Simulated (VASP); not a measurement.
# Al (P3_221) in VASP: further runs

The runs below take Al through single point, relaxation of cell and atoms, with PBE.

Program: VASP 6.6.1. These are calculated values, not measurements. Logs are shortened: lines on timing, memory, paths and dates and some standing lists are left out, and cuts for length are marked.

### Step 1. The cell of the first run

The structure is trigonal, space group P3_221 (No. 154). Conventional cell: a = 3.710 Å, b = 3.710 Å, c = 4.216 Å, α = 90.00°, β = 90.00°, γ = 120.00°. Within 2.6 Å of Al (site symmetry 2) lie 2 Al at 1.98 Å.

### Step 2. Single point, PBE

Contents of INCAR:

```
SYSTEM = Al
  PREC = Accurate
  ENCUT = 500
  EDIFF = 1E-6
  ISMEAR = 0
  SIGMA = 0.1
  LREAL = .FALSE.
  LASPH = .TRUE.
  NELM = 120
  ALGO = Normal
  ISIF = 2
  LWAVE = .FALSE.
  LCHARG = .TRUE.
  GGA = PE
  LELF = .TRUE.
  LVHAR = .TRUE.
  NBANDS = 12
  GGA_COMPAT = .FALSE.
```

Contents of KPOINTS:

```
regular mesh
0
G
  6 6 4
  0 0 0
```

Contents of POSCAR:

```
Al
1.0
    3.7097524356      0.0000000000      0.0000000000
   -1.8548762178      3.2127398510      0.0000000000
    0.0000000000      0.0000000000      4.2159629938
Al
3
Direct
    0.2170000000      0.0000000000      0.1666666667
    0.0000000000      0.2170000000      0.8333333333
    0.7830000000      0.7830000000      0.5000000000
```

Potentials or basis: VASP PAW PBE potentials, release 64 (Al).

On the command line:

```sh
$ cat potpaw_PBE.64/Al/POTCAR > POTCAR
$ mpirun -np 1 vasp_std > vasp.out
```

OUTCAR:

```text
SYSTEM = Al
   PREC = Accurate
   ENCUT = 500
   EDIFF = 1E-6
   ISMEAR = 0
   LREAL = .FALSE.
   LASPH = .TRUE.
   NELM = 120
   ISIF = 2
   GGA = PE

 ion  position               nearest neighbor table
   1  0.217  0.000  0.167-   3 1.98   2 1.98   3 2.95   3 2.95   2 2.95   2 2.95   2 3.14   3 3.14

   2  0.000  0.217  0.833-   3 1.98   1 1.98   3 2.95   3 2.95   1 2.95   1 2.95   1 3.14   3 3.14

   3  0.783  0.783  0.500-   1 1.98   2 1.98   1 2.95   2 2.95   2 2.95   1 2.95   1 3.14   2 3.14

  LATTYP: Found a hexagonal cell.
 ALAT       =     3.7097524356
 C/A-ratio  =     1.1364539998

  Lattice vectors:

 A1 = (   3.7097524356,   0.0000000000,   0.0000000000)
 A2 = (  -1.8548762178,   3.2127398510,   0.0000000000)
 A3 = (   0.0000000000,   0.0000000000,   4.2159629938)

Analysis of symmetry for initial positions (statically):
=====================================================================
 Subroutine PRICEL returns:
 Original cell was already a primitive cell.

 Routine SETGRP: Setting up the symmetry group for a
 hexagonal supercell.

 Subroutine GETGRP returns: Found  6 space group operations
 (whereof  2 operations were pure point group operations)
 out of a pool of 24 trial point group operations.

The static configuration has the point symmetry C_2 .
 The point group associated with its full space group is D_3 .

Analysis of symmetry for dynamics (positions and initial velocities):
=====================================================================
 Subroutine PRICEL returns:
 Original cell was already a primitive cell.

 Routine SETGRP: Setting up the symmetry group for a
 hexagonal supercell.

 Subroutine GETGRP returns: Found  6 space group operations
 (whereof  2 operations were pure point group operations)
 out of a pool of 24 trial point group operations.

The dynamic configuration has the point symmetry C_2 .
 The point group associated with its full space group is D_3 .

 Subroutine INISYM returns: Found  6 space group operations
 (whereof  2 operations are pure point group operations),
 and found     1 'primitive' translations

----------------------------------------------------------------------------------------

                                     Primitive cell

  volume of cell :      50.2478

  direct lattice vectors                    reciprocal lattice vectors
     3.709752436  0.000000000  0.000000000     0.269559766  0.155630404  0.000000000
    -1.854876218  3.212739851  0.000000000     0.000000000  0.311260807  0.000000000
     0.000000000  0.000000000  4.215962994     0.000000000  0.000000000  0.237193733

  length of vectors
     3.709752436  3.709752436  4.215962994     0.311260807  0.311260807  0.237193733

  position of ions in fractional coordinates (direct lattice)
     0.217000000  0.000000000  0.166666667
     0.000000000  0.217000000  0.833333333
     0.783000000  0.783000000  0.500000000

  ion indices of the primitive-cell ions
   primitive index   ion index
                 1           1
                 2           2
                 3           3

----------------------------------------------------------------------------------------

 KPOINTS: regular mesh

Automatic generation of k-mesh.
 Grid dimensions read from file:
 generate k-points for:    6    6    4

 Generating k-lattice:

  Cartesian coordinates                     Fractional coordinates (reciprocal lattice)
     0.044926628  0.025938401  0.000000000     0.166666667  0.000000000  0.000000000
     0.000000000  0.051876801  0.000000000     0.000000000  0.166666667  0.000000000
     0.000000000  0.000000000  0.059298433     0.000000000  0.000000000  0.250000000

  Length of vectors
     0.051876801  0.051876801  0.059298433

  Shift w.r.t. Gamma in fractional coordinates (k-lattice)
     0.000000000  0.000000000  0.000000000

 Subroutine IBZKPT returns following result:
 ===========================================

 Found     24 irreducible k-points:

 Following reciprocal coordinates:
            Coordinates               Weight
  0.000000  0.000000  0.000000      1.000000
  0.166667  0.000000  0.000000      6.000000
  0.333333  0.000000  0.000000      6.000000
  0.500000  0.000000  0.000000      3.000000
  0.166667  0.166667  0.000000      6.000000
  0.333333  0.166667  0.000000     12.000000
[... 16 lines left out ...]
  0.333333  0.166667  0.500000     12.000000
  0.333333  0.333333  0.500000      2.000000
   k-points           NKPTS =     24   k-points in BZ     NKDIM =     24   number of bands    NBANDS=     12
   number of dos      NEDOS =    301   number of ions     NIONS =      3
   total plane-waves  NPLWV =  25088
   dimension x,y,z NGX =    28 NGY =   28 NGZ =   32
   dimension x,y,z NGXF=    56 NGYF=   56 NGZF=   64
   ions per type =               3
   NGX,Y,Z   is equivalent  to a cutoff of  12.55, 12.55, 12.62 a.u.
   NGXF,Y,Z  is equivalent  to a cutoff of  25.10, 25.10, 25.24 a.u.
 SYSTEM =  Al
   PREC   = accura    normal or accurate (medium, high low for compatibility)
   ISTART =      0    job   : 0-new  1-cont  2-samecut
   ICHARG =      2    charge: 1-file 2-atom 10-const
   ISPIN  =      1    spin polarized calculation?
   LNONCOLLINEAR =      F non collinear calculations
   LSORBIT =      F    spin-orbit coupling
   LASPH  =      T    aspherical Exc in radial PAW
   ENCUT  =  500.0 eV  36.75 Ry    6.06 a.u.   6.76  6.76  7.69*2*pi/ulx,y,z
   NELM   =    120;   NELMIN=  2; NELMDL= -5     # of ELM steps
   EDIFF  = 0.1E-05   stopping-criterion for ELM
   LREAL  =      F    real-space projection
   EDIFFG = 0.1E-04   stopping-criterion for IOM
   NSW    =      0    number of steps for IOM
   IBRION =     -1    ionic relax: 0-MD 1-quasi-New 2-CG
   NFREE  =      0    steps in history (QN), initial steepest desc. (CG)
   ISIF   =      2    stress and relaxation
   ISYM   =      2    0-nonsym 1-usesym 2-fastsym
   POTIM  = 0.5000    time-step for ionic-motion
   TEBEG  =    0.0;   TEEND  =   0.0 temperature during run
   PSTRESS=    0.0 pullay stress
   NELECT =       9.0000    total number of electrons
   NUPDOWN=      -1.0000    fix difference up-down
   EMIN   =  10.00;   EMAX   =-10.00  energy-range for DOS
   EFERMI =   0.00;   METHOD = LEGACY
   ISMEAR =     0;   SIGMA  =   0.10  broadening in eV -4-tet -1-fermi 0-gaus
   EFERMI_NEDOS =   21; number of points for ismear=-14 and -15
   IALGO  =     38    algorithm
   IMIX   =      4    mixing-type and parameters
     AMIX     =   0.40;   BMIX     =  1.00
     AMIX_MAG =   1.60;   BMIX_MAG =  1.00
  volume/ion in A,a.u.               =      16.75       113.03
  Fermi-wavevector in a.u.,A,eV,Ry     =   0.922819  1.743875 11.586655  0.851595
  Thomas-Fermi vector in A             =   2.048388
   LORBIT       =      0    0 simple, 1 ext, 2 COOP (PROOUT), +10 PAW based schemes
   GGA     = PE    functional components
   LHFCALC =     F    Hartree Fock is set to
   AEXX    =    0.0000 exact exchange contribution
   IVDW    =     0    specifies the selected vdW correction
   LEPSILON=     F    determine dielectric tensor
   LRPA    =     F    only Hartree local field effects (RPA)
 non-spin polarized calculation
 Gauss-broadening in eV      SIGMA  =   0.10
  energy-cutoff  :      500.00
  volume of cell :       50.25
 maximum number of plane-waves:      1299
 NGX is ok and might be reduce to    28
   NGX = 13   NGY = 13   NGZ = 15

 number of electron       9.0000000 magnetization

 Free energy of the ion-electron system (eV)
  ---------------------------------------------------
  ext. energy  EPLUGINS =         0.00000000
  ---------------------------------------------------
  free energy    TOTEN  =        -4.23046783 eV

  energy without entropy =       -4.22564692  energy(sigma->0) =       -4.22805738

 E-fermi :   7.3568     XC(G=0):  -9.9692

 val. band max:        7.2551348868   @ k =   0.1667   0.1667   0.5000
 cond. band min:       7.4233798406   @ k =   0.3333   0.0000   0.2500
 fundamental gap:      0.1682449537
 Fermi energy:         7.3568322125

 k-point     1 :       0.0000    0.0000    0.0000
  band No.  band energies     occupation
      1      -3.4827      2.00000
      2       4.3878      2.00000
      3       4.3878      2.00000
      4       8.2496      0.00000
      5       9.3040      0.00000
      6       9.3040      0.00000
      7      11.3415      0.00000
      8      11.3415      0.00000
      9      11.9273      0.00000
     10      15.1199      0.00000
     11      15.1199      0.00000
     12      16.2358      0.00000

 k-point     2 :       0.1667    0.0000    0.0000
  band No.  band energies     occupation
      1      -3.1095      2.00000
      2       4.6819      2.00000
      3       4.7156      2.00000
      4       5.8491      2.00000
      5       8.1068      0.00000
      6       8.9568      0.00000
      7      11.7337      0.00000
      8      12.2381      0.00000
      9      13.0061      0.00000
     10      14.4334      0.00000
     11      14.9677      0.00000
     12      15.7859      0.00000

 k-point     3 :       0.3333    0.0000    0.0000
  band No.  band energies     occupation
      1      -2.0333      2.00000
      2       2.8108      2.00000
      3       5.6167      2.00000
      4       5.6476      2.00000
      5       7.0578      1.99998
      6       7.8661      0.00000
      7      10.2821      0.00000
      8      10.6229      0.00000
      9      13.8400      0.00000
     10      14.7174      0.00000
     11      15.2767      0.00000
     12      15.8531      0.00000
[... 286 lines left out ...]
 k-point    23 :       0.3333    0.1667    0.5000
  band No.  band energies     occupation
      1       0.8656      2.00000
      2       0.9034      2.00000
      3       3.7989      2.00000
      4       3.8193      2.00000
      5       6.1213      2.00000
      6       6.2110      2.00000
      7      12.3294      0.00000
      8      12.3591      0.00000
      9      14.8499      0.00000
     10      15.8561      0.00000
     11      16.9965      0.00000
     12      17.2785      0.00000

 k-point    24 :       0.3333    0.3333    0.5000
  band No.  band energies     occupation
      1       1.6095      2.00000
      2       1.6095      2.00000
      3       4.0653      2.00000
      4       4.0840      2.00000
      5       4.1526      2.00000
      6       4.1526      2.00000
      7      13.9182      0.00000
      8      15.4356      0.00000
      9      15.4356      0.00000
     10      15.9334      0.00000
     11      16.5295      0.00000
     12      16.5295      0.00000

------------------------ aborting loop because EDIFF is reached ----------------------------------------

  FORCE on cell =-STRESS in cart. coord.  units (eV):
  Direction    XX          YY          ZZ          XY          YZ          ZX
  --------------------------------------------------------------------------------------
  -------------------------------------------------------------------------------------
  Total       10.5148535     10.5148535     25.5552269      0.0000000      0.0000000      0.0000000
  in kB      335.2714179    335.2714179    814.8413234      0.0000000      0.0000000      0.0000000
  external PRESSURE =     495.1280530 kB  Pullay stress =       0.0000000 kB

 VOLUME and BASIS-vectors are now :
 -----------------------------------------------------------------------------
  energy-cutoff  :      500.00
  volume of cell :       50.25
      direct lattice vectors                 reciprocal lattice vectors
     3.709752436  0.000000000  0.000000000     0.269559766  0.155630404  0.000000000
    -1.854876218  3.212739851  0.000000000     0.000000000  0.311260807  0.000000000
     0.000000000  0.000000000  4.215962994     0.000000000  0.000000000  0.237193733

 POSITION                                       TOTAL-FORCE (eV/Angst)
 -----------------------------------------------------------------------------------
      0.80502      0.00000      0.70266        10.682581      0.000000     -0.000000
     -0.40251      0.69716      3.51330        -5.341290      9.251386      0.000000
      1.45237      2.51558      2.10798        -5.341290     -9.251386     -0.000000
 -----------------------------------------------------------------------------------
    total drift:                                0.000000      0.000000     -0.000000

  FREE ENERGIE OF THE ION-ELECTRON SYSTEM (eV)
  ---------------------------------------------------
  free  energy   TOTEN  =        -4.2304678331 eV

  energy  without entropy=       -4.2256469230  energy(sigma->0) =       -4.22805738
```

It took 5.7 s on 1 thread of Intel Xeon 6975P-C (Granite Rapids), shared host; peak memory 0.15 GiB.

What came out:

```yaml
Free_energy: -4.2305 eV
Pressure: 49.5 GPa
Largest_force: 10.683 eV/Å
```

Forces on the atoms (eV/Å):
```
Al  10.683  0.000  0.000
Al  -5.341  9.251  0.000
Al  -5.341 -9.251  0.000
```

Levels at points of the mesh, in eV from the Fermi level:
| k point | band 1 | band 2 | band 3 | band 4 | band 5 | band 6 | band 7 | band 8 |
| --- | --- | --- | --- | --- | --- | --- | --- | --- |
| (0.00, 0.00, 0.00) | -10.84 | -2.97 | -2.97 | 0.89 | 1.95 | 1.95 | 3.98 | 3.98 |
| (0.50, 0.00, 0.00) | -8.24 | -6.36 | -1.07 | -0.94 | -0.45 | 0.14 | 1.49 | 1.98 |
| (0.00, 0.00, 0.50) | -8.80 | -8.80 | 2.02 | 2.44 | 2.44 | 3.85 | 3.85 | 4.92 |
| (0.50, 0.00, 0.50) | -6.32 | -6.25 | -4.38 | -4.33 | 0.63 | 1.19 | 2.02 | 2.65 |

Caveat: the k points lie up to 0.37 Å⁻¹ apart; forces of over 1 eV/Å act on the atoms, so gaps and moduli don't describe the material at rest.

### Step 3. Relaxation of cell and atoms, PBE

Contents of INCAR:

```
SYSTEM = Al
ALGO     = Normal         ! electronic algorithm
EDIFF    = 1E-7           ! SCF threshold, eV
EDIFFG   = -0.04          ! ionic threshold
ENCUT    = 500            ! plane-wave cutoff, eV
GGA      = PE             ! functional
GGA_COMPAT= .FALSE.      
IBRION   = 2              ! ionic algorithm
ISIF     = 3              ! what is computed and relaxed
ISMEAR   = 0              ! smearing method
LASPH    = .TRUE.         ! aspherical terms in the spheres
LCHARG   = .FALSE.        ! write CHGCAR
LREAL    = .FALSE.        ! projectors in reciprocal space
LWAVE    = .FALSE.        ! write WAVECAR
NELM     = 120            ! most SCF steps
NELMIN   = 4            
NSW      = 90             ! ionic steps
PREC     = Accurate       ! precision mode
SIGMA    = 0.1            ! smearing width, eV
```

Contents of KPOINTS:

```
k-points
0
G
  6 6 4
  0 0 0
```

POSCAR is that of step 2.

Potentials or basis: VASP PAW PBE potentials, release 64 (Al).

On the command line:

```sh
$ cat potpaw_PBE.64/Al/POTCAR > POTCAR
$ mpirun -np 1 vasp_std > vasp.out
```

Wall time 1.9 min (1 thread of Intel Xeon 6975P-C (Granite Rapids), shared host); peak memory 0.15 GiB.

The run converged. Its results:

| Item | Value |
| --- | --- |
| Free energy | -11.2928 eV |
| Relaxed volume | 16.41 Å³/atom |
| Relaxed cell | a = 2.853 Å, b = 2.853 Å, c = 6.987 Å, α = 90.00°, β = 90.00°, γ = 120.00° |
| Space group after relaxing (to 0.05 Å) | P3_221 (No. 154) |
| Energy gained by relaxing | 2354.1 meV/atom |
| Ionic steps | 50 |
| Pressure after relaxing | 0.1 GPa |
| Largest force after relaxing | 0.037 eV/Å |

Forces on the atoms (eV/Å):
```
Al  -0.037  0.000  0.000
Al   0.019 -0.032  0.000
Al   0.019  0.032  0.000
```

Stress tensor (GPa, compression positive):
```
 0.23  0.00  0.00
 0.00  0.23  0.00
 0.00  0.00 -0.21
```

Step by step:
| step | energy change (eV) | largest force (eV/Å) | pressure (GPa) | volume (Å³) |
| --- | --- | --- | --- | --- |
| 1 | 0.0000 | 10.6827 | 49.51 | 50.25 |
| 3 | -5.5873 | 0.5430 | -5.36 | 71.05 |
| 5 | -5.6002 | 0.8143 | -3.81 | 68.67 |
| 7 | -5.7752 | 0.7079 | -2.01 | 64.44 |
| 9 | -5.9275 | 0.1288 | 1.60 | 59.06 |
| 11 | -5.9443 | 0.0029 | -0.33 | 60.98 |
| 13 | -5.9511 | 0.0174 | -1.07 | 61.67 |
| 15 | -6.0518 | 0.1035 | -4.58 | 65.13 |
| 17 | -6.0533 | 0.1209 | -5.45 | 66.01 |
| 19 | -6.0590 | 0.1100 | -5.02 | 65.54 |
| 21 | -6.0620 | 0.1265 | -5.48 | 65.85 |
| 23 | -6.0671 | 0.1209 | -5.25 | 65.62 |
| 25 | -6.1009 | 0.1270 | -4.71 | 64.60 |
| 27 | -6.1953 | 0.1456 | -2.19 | 60.61 |
| 29 | -6.2306 | 0.1667 | 0.73 | 56.85 |
| 31 | -6.2480 | 0.1530 | 1.10 | 56.23 |
| 33 | -6.3265 | 0.0539 | 1.58 | 54.51 |
| 35 | -6.9395 | 0.1025 | 6.42 | 46.24 |
| 37 | -6.9586 | 0.0581 | 7.56 | 45.65 |
| 39 | -6.9555 | 0.0626 | 8.51 | 45.25 |
| 41 | -6.9784 | 0.0646 | 7.45 | 45.63 |
| 43 | -7.0530 | 0.0520 | 2.20 | 48.05 |
| 45 | -7.0617 | 0.0461 | -0.14 | 49.38 |
| 47 | -7.0617 | 0.0468 | 0.13 | 49.22 |
| 49 | -7.0620 | 0.0429 | 0.11 | 49.23 |
| 50 | -7.0624 | 0.0371 | 0.08 | 49.24 |

Final structure:
```xyz
3
Lattice="2.8527 0.0000 0.0000 -1.4263 2.4705 0.0000 0.0000 0.0000 6.9874" Properties=species:S:1:pos:R:3 pbc="T T T"
Al    0.9727    0.0000    1.1646
Al    2.3663    0.8423    5.8229
Al    0.9400    1.6281    3.4937
```

Levels at points of the mesh, in eV from the Fermi level:
```csv
k point,band 2,band 3,band 4,band 5,band 6,band 7
"(0.00, 0.00, 0.00)",-8.32,-8.32,0.35,0.35,10.63,10.65
"(0.50, 0.00, 0.00)",-5.39,-3.09,-2.52,-2.47,-1.76,5.12
"(0.00, 0.00, 0.50)",-10.57,-4.76,-4.54,6.53,6.53,11.23
"(0.50, 0.00, 0.50)",-4.69,-4.68,-4.54,0.85,0.91,1.34
```

Caveat: the k points lie up to 0.42 Å⁻¹ apart in the final cell.
